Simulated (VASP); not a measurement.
# AlGa7AsP7 (P1) in VASP: single point with PBEsol

Aim: the single point of AlGa7AsP7 with PBEsol.

All numbers are computed with VASP 6.6.1; they aren't measurements. Logs are shortened: lines on timing, memory, paths and dates and some standing lists are left out, and cuts for length are marked.

### Step 1. The cell of the first run

The typed cell holds 64 atoms: a = 10.938 Å, b = 10.938 Å, c = 10.938 Å, α = 90.00°, β = 90.00°, γ = 90.00°.

### Step 2. Single point, PBEsol

INCAR

```
SYSTEM = AlGa7AsP7
ALGO = Normal
EDIFF = 1E-6
ENCUT = 500
GGA = PS
GGA_COMPAT = .False.
ISIF = 2
ISMEAR = -1
ISYM = -1
LASPH = .True.
LCHARG = .False.
LREAL = Auto
LWAVE = .False.
NBANDS = 306
NELM = 120
PREC = Accurate
SIGMA = 0.05
```

KPOINTS

```
explicit points
1
Reciprocal
  0.25000000   0.25000000   0.25000000 1
```

POSCAR

```
AlGa7AsP7
1.0
   10.9384293910      0.0000000000      0.0000000000
    0.0000000000     10.9384293910      0.0000000000
    0.0000000000      0.0000000000     10.9384293910
Ga Al P As
28 4 28 4
Direct
    0.0028620000      0.9968410000      0.0036710000
    0.0026970000      0.9959470000      0.5028600000
    0.0001610000      0.5019010000      0.9997500000
    0.9997580000      0.5012380000      0.4994410000
    0.4992630000      0.9933000000      0.9993090000
    0.4997960000      0.9997490000      0.4993550000
    0.4996190000      0.5015610000      0.5001890000
    0.2471960000      0.2532670000      0.0032870000
    0.2497730000      0.7486250000      0.0004290000
    0.2504330000      0.7489220000      0.4996190000
    0.7502070000      0.2564530000      0.9999630000
    0.7470970000      0.2534810000      0.5026580000
    0.7504770000      0.7487670000      0.9999220000
    0.7498020000      0.7487030000      0.5001430000
    0.2506400000      0.9999060000      0.2505460000
    0.2496080000      0.5018270000      0.2507030000
    0.2503240000      0.5008020000      0.7499840000
    0.7502000000      0.9934920000      0.2507020000
    0.7465250000      0.9966100000      0.7470690000
    0.7500280000      0.5010440000      0.2506870000
    0.7503170000      0.5020710000      0.7499910000
    0.0026690000      0.2537150000      0.2472570000
    0.0003970000      0.7490610000      0.2506680000
    0.9992280000      0.7485760000      0.7506490000
    0.4961980000      0.2534950000      0.2540580000
    0.5026940000      0.2531810000      0.7473000000
    0.4996570000      0.7490610000      0.2505760000
    0.4994120000      0.7488030000      0.7493860000
    0.4990790000      0.5003190000      0.9997920000
    0.2499250000      0.2500640000      0.4993750000
    0.2462840000      0.9954000000      0.7465810000
    0.0031010000      0.2535970000      0.7461240000
    0.1256310000      0.1248490000      0.1261120000
    0.1257840000      0.1248450000      0.6238830000
    0.1247490000      0.6250120000      0.1252750000
    0.1248520000      0.6249580000      0.6249490000
    0.6239480000      0.1247990000      0.6239180000
    0.6247870000      0.6248590000      0.1251030000
    0.6246130000      0.6249710000      0.6249500000
    0.3734540000      0.3769920000      0.1265990000
    0.3748110000      0.3762900000      0.6239870000
    0.3738070000      0.8726490000      0.1258630000
    0.3753890000      0.8733910000      0.6235870000
    0.8758060000      0.3781650000      0.1249300000
    0.8744800000      0.3779700000      0.6245080000
    0.8757020000      0.8720170000      0.1253190000
    0.8746770000      0.8724440000      0.6249420000
    0.3744680000      0.1245080000      0.3757110000
    0.3748220000      0.6249570000      0.3750210000
    0.3744360000      0.6252850000      0.8746430000
    0.8748730000      0.6252630000      0.3749860000
    0.8748040000      0.6248860000      0.8750330000
    0.1254890000      0.3769120000      0.3749090000
    0.1250510000      0.3771700000      0.8752770000
    0.1259820000      0.8736230000      0.3748540000
    0.1244110000      0.8722310000      0.8758340000
    0.6239730000      0.3771170000      0.3757710000
    0.6251550000      0.3777290000      0.8736200000
    0.6240360000      0.8725890000      0.3759790000
    0.6246860000      0.8714720000      0.8740180000
    0.6236320000      0.1250520000      0.1258220000
    0.3734170000      0.1246880000      0.8737710000
    0.8758210000      0.1250830000      0.3757830000
    0.8757020000      0.1246650000      0.8742020000
```

Potentials or basis: VASP PAW PBE potentials, release 64 (Ga_d, Al, P, As).

The run is started by

```bash
> cat potpaw_PBE.64/Ga_d/POTCAR potpaw_PBE.64/Al/POTCAR potpaw_PBE.64/P/POTCAR potpaw_PBE.64/As/POTCAR > POTCAR
> mpirun -np 1 vasp_std > vasp.out
```

OUTCAR:

```text
SYSTEM = AlGa7AsP7
   EDIFF = 1E-6
   ENCUT = 500
   GGA = PS
   ISIF = 2
   ISMEAR = -1
   ISYM = -1
   LASPH = .True.
   LREAL = Auto
   NELM = 120
   PREC = Accurate

 ion  position               nearest neighbor table
   1  0.003  0.997  0.004-  33 2.36  46 2.36  56 2.36  64 2.43
   2  0.003  0.996  0.503-  34 2.36  47 2.36  55 2.36  63 2.42
   3  0.000  0.502  1.000-  52 2.36  35 2.36  44 2.36  54 2.36
   4  1.000  0.501  0.499-  51 2.36  45 2.36  36 2.36  53 2.37
   5  0.499  0.993  0.999-  60 2.35  42 2.35  61 2.42  62 2.42
   6  0.500  1.000  0.499-  48 2.36  37 2.36  59 2.37  43 2.37
[... 56 lines left out ...]
  63  0.876  0.125  0.376-  18 2.41   2 2.42  12 2.43  22 2.43
  64  0.876  0.125  0.874-  11 2.42  19 2.43  32 2.43   1 2.43

IMPORTANT INFORMATION: All symmetrisations will be switched off!
NOSYMM: (Re-)initialisation of all symmetry stuff for point group C_1.

----------------------------------------------------------------------------------------

                                     Primitive cell

  volume of cell :    1308.7747

  direct lattice vectors                    reciprocal lattice vectors
    10.938429391  0.000000000  0.000000000     0.091420803  0.000000000  0.000000000
     0.000000000 10.938429391  0.000000000     0.000000000  0.091420803  0.000000000
     0.000000000  0.000000000 10.938429391     0.000000000  0.000000000  0.091420803

  length of vectors
    10.938429391 10.938429391 10.938429391     0.091420803  0.091420803  0.091420803

  position of ions in fractional coordinates (direct lattice)
     0.002862000  0.996841000  0.003671000
     0.002697000  0.995947000  0.502860000
     0.000161000  0.501901000  0.999750000
     0.999758000  0.501238000  0.499441000
     0.499263000  0.993300000  0.999309000
     0.499796000  0.999749000  0.499355000
[... 56 lines left out ...]
     0.875821000  0.125083000  0.375783000
     0.875702000  0.124665000  0.874202000

  ion indices of the primitive-cell ions
   primitive index   ion index
                 1           1
                 2           2
                 3           3
                 4           4
                 5           5
                 6           6
[... 56 lines left out ...]
                63          63
                64          64

----------------------------------------------------------------------------------------

 KPOINTS: explicit points

Read explicit list of k-points.

 Found      1 k-points:

 Following reciprocal coordinates:
            Coordinates               Weight
  0.250000  0.250000  0.250000      1.000000
   k-points           NKPTS =      1   k-points in BZ     NKDIM =      1   number of bands    NBANDS=    306
   number of dos      NEDOS =    301   number of ions     NIONS =     64
   total plane-waves  NPLWV = 512000
   dimension x,y,z NGX =    80 NGY =   80 NGZ =   80
   dimension x,y,z NGXF=   160 NGYF=  160 NGZF=  160
   ions per type =              28   4  28   4
   NGX,Y,Z   is equivalent  to a cutoff of  12.16, 12.16, 12.16 a.u.
   NGXF,Y,Z  is equivalent  to a cutoff of  24.32, 24.32, 24.32 a.u.
 SYSTEM =  AlGa7AsP7
   PREC   = accura    normal or accurate (medium, high low for compatibility)
   ISTART =      0    job   : 0-new  1-cont  2-samecut
   ICHARG =      2    charge: 1-file 2-atom 10-const
   ISPIN  =      1    spin polarized calculation?
   LNONCOLLINEAR =      F non collinear calculations
   LSORBIT =      F    spin-orbit coupling
   LASPH  =      T    aspherical Exc in radial PAW
   ENCUT  =  500.0 eV  36.75 Ry    6.06 a.u.  19.94 19.94 19.94*2*pi/ulx,y,z
   NELM   =    120;   NELMIN=  2; NELMDL= -5     # of ELM steps
   EDIFF  = 0.1E-05   stopping-criterion for ELM
   LREAL  =      T    real-space projection
   EDIFFG = 0.1E-04   stopping-criterion for IOM
   NSW    =      0    number of steps for IOM
   IBRION =     -1    ionic relax: 0-MD 1-quasi-New 2-CG
   NFREE  =      0    steps in history (QN), initial steepest desc. (CG)
   ISIF   =      2    stress and relaxation
   ISYM   =     -1    0-nonsym 1-usesym 2-fastsym
   POTIM  = 0.5000    time-step for ionic-motion
   TEBEG  =    0.0;   TEEND  =   0.0 temperature during run
   PSTRESS=    0.0 pullay stress
   NELECT =     536.0000    total number of electrons
   NUPDOWN=      -1.0000    fix difference up-down
   EMIN   =  10.00;   EMAX   =-10.00  energy-range for DOS
   EFERMI =   0.00;   METHOD = LEGACY
   ISMEAR =    -1;   SIGMA  =   0.05  broadening in eV -4-tet -1-fermi 0-gaus
   EFERMI_NEDOS =   21; number of points for ismear=-14 and -15
   IALGO  =     38    algorithm
   IMIX   =      4    mixing-type and parameters
     AMIX     =   0.40;   BMIX     =  1.00
     AMIX_MAG =   1.60;   BMIX_MAG =  1.00
  volume/ion in A,a.u.               =      20.45       138.00
  Fermi-wavevector in a.u.,A,eV,Ry     =   1.215742  2.297419 20.109804  1.478029
  Thomas-Fermi vector in A             =   2.351119
   LORBIT       =      0    0 simple, 1 ext, 2 COOP (PROOUT), +10 PAW based schemes
   GGA     = PS    functional components
   LHFCALC =     F    Hartree Fock is set to
   AEXX    =    0.0000 exact exchange contribution
   IVDW    =     0    specifies the selected vdW correction
   LEPSILON=     F    determine dielectric tensor
   LRPA    =     F    only Hartree local field effects (RPA)
 non-spin polarized calculation
  energy-cutoff  :      500.00
  volume of cell :     1308.77
 maximum number of plane-waves:     33251
 NGX is ok and might be reduce to    80
   NGX = 39   NGY = 39   NGZ = 39

 number of electron     536.0000247 magnetization

 Free energy of the ion-electron system (eV)
  ---------------------------------------------------
  ext. energy  EPLUGINS =         0.00000000
  ---------------------------------------------------
  free energy    TOTEN  =      -318.16188350 eV

  energy without entropy =     -318.16188346  energy(sigma->0) =     -318.16188348

 E-fermi :   5.2535     XC(G=0):  -9.9283

 val. band max:        4.2995925230   @ k =   0.2500   0.2500   0.2500
 cond. band min:       6.2021532168   @ k =   0.2500   0.2500   0.2500
 fundamental gap:      1.9025606938
 Fermi energy:         5.2534924442

 k-point     1 :       0.2500    0.2500    0.2500
  band No.  band energies     occupation
      1     -10.1328      2.00000
      2     -10.1293      2.00000
      3     -10.1256      2.00000
      4     -10.1227      2.00000
      5     -10.1203      2.00000
      6     -10.1193      2.00000
[... 272 lines left out ...]
    279       7.0363      0.00000
    280       7.0992      0.00000
 [bands above 280 left out]

------------------------ aborting loop because EDIFF is reached ----------------------------------------

  FORCE on cell =-STRESS in cart. coord.  units (eV):
  Direction    XX          YY          ZZ          XY          YZ          ZX
  --------------------------------------------------------------------------------------
  -------------------------------------------------------------------------------------
  Total       -0.3734830     -0.1317560     -0.3313309     -5.9301012     -5.9839674     -6.0119894
  in kB       -0.4572109     -0.1612933     -0.4056090     -7.2595180     -7.3254599     -7.3597640
  external PRESSURE =      -0.3413710 kB  Pullay stress =       0.0000000 kB

 VOLUME and BASIS-vectors are now :
 -----------------------------------------------------------------------------
  energy-cutoff  :      500.00
  volume of cell :     1308.77
      direct lattice vectors                 reciprocal lattice vectors
    10.938429391  0.000000000  0.000000000     0.091420803  0.000000000  0.000000000
     0.000000000 10.938429391  0.000000000     0.000000000  0.091420803  0.000000000
     0.000000000  0.000000000 10.938429391     0.000000000  0.000000000  0.091420803

 POSITION                                       TOTAL-FORCE (eV/Angst)
 -----------------------------------------------------------------------------------
      0.03131     10.90387      0.04015         0.009429     -0.014145      0.011954
      0.02950     10.89410      5.50050         0.014654      0.009033      0.005720
      0.00176      5.49001     10.93569        -0.004343     -0.005531     -0.000877
     10.93578      5.48276      5.46310        -0.000833      0.006895     -0.007490
      5.46115     10.86514     10.93087        -0.003085     -0.016662      0.011402
      5.46698     10.93568      5.46216         0.008948      0.007401      0.003866
[... 56 lines left out ...]
      9.58011      1.36821      4.11048        -0.001321     -0.000156      0.011505
      9.57880      1.36364      9.56240         0.019419     -0.009676     -0.007410
 -----------------------------------------------------------------------------------
    total drift:                                0.026441     -0.010293     -0.011292

  FREE ENERGIE OF THE ION-ELECTRON SYSTEM (eV)
  ---------------------------------------------------
  free  energy   TOTEN  =      -318.1618834991 eV

  energy  without entropy=     -318.1618834573  energy(sigma->0) =     -318.16188348
```

Wall time 18 min (1 thread of AMD EPYC 7R43 (Zen 3), shared host); peak memory 1.1 GiB.

What came out:

| Item | Value |
| --- | --- |
| Free energy | -318.1619 eV |
| Pressure | 0.0 GPa |
| Largest force | 0.034 eV/Å |
| Band gap on the k mesh | 1.90 eV |

Forces on the atoms (eV/Å):
```
Ga   0.009 -0.014  0.012
Ga   0.015  0.009  0.006
Ga  -0.004 -0.006 -0.001
Ga  -0.001  0.007 -0.007
Ga  -0.003 -0.017  0.011
Ga   0.009  0.007  0.004
Ga  -0.005  0.000 -0.006
Ga   0.005  0.000  0.014
Ga   0.003  0.002  0.002
Ga   0.005 -0.015 -0.018
Ga   0.000  0.031  0.013
Ga  -0.015  0.010  0.012
Ga   0.008  0.015 -0.003
Ga  -0.001  0.005  0.001
Ga   0.004  0.000 -0.011
Ga   0.007  0.009  0.001
Ga   0.007  0.011  0.009
Ga  -0.003 -0.020 -0.003
Ga  -0.013 -0.028 -0.013
Ga   0.013 -0.008 -0.002
Ga  -0.005 -0.006  0.000
Ga   0.013  0.011 -0.010
Ga   0.001  0.003 -0.007
Ga   0.001  0.006  0.007
Ga  -0.008 -0.004  0.001
Ga   0.013  0.008 -0.012
Ga  -0.013 -0.001  0.002
Ga   0.003  0.000  0.006
Al   0.007  0.002  0.003
Al   0.005 -0.006  0.003
Al  -0.011  0.005 -0.010
Al   0.011  0.007 -0.001
P    0.007  0.011  0.003
P   -0.001 -0.017 -0.012
P    0.004  0.003 -0.005
P   -0.002  0.001 -0.005
P   -0.014 -0.003 -0.008
P   -0.002  0.000  0.001
P    0.007  0.001 -0.003
P   -0.005 -0.005  0.005
P    0.010  0.005  0.001
P    0.000 -0.013  0.010
P    0.013 -0.006 -0.009
P   -0.005  0.005  0.003
P   -0.003  0.009 -0.013
P    0.006 -0.028 -0.005
P   -0.015  0.000  0.019
P   -0.002 -0.007  0.003
P    0.000  0.001 -0.004
P   -0.004  0.006 -0.007
P   -0.008 -0.012  0.004
P   -0.003  0.000  0.000
P   -0.016  0.001  0.001
P   -0.013  0.013  0.004
P    0.006 -0.011  0.012
P   -0.016 -0.007  0.007
P   -0.006  0.018  0.010
P    0.003  0.010 -0.009
P   -0.002 -0.003  0.006
P    0.010  0.001 -0.014
As  -0.012  0.004  0.007
As  -0.008  0.011 -0.009
As  -0.001  0.000  0.012
As   0.019 -0.010 -0.007
```

Caveat: the PAW data sets were made with another functional, which shifts forces and pressure a little; a shifted mesh leaves out Γ, where band edges can lie.
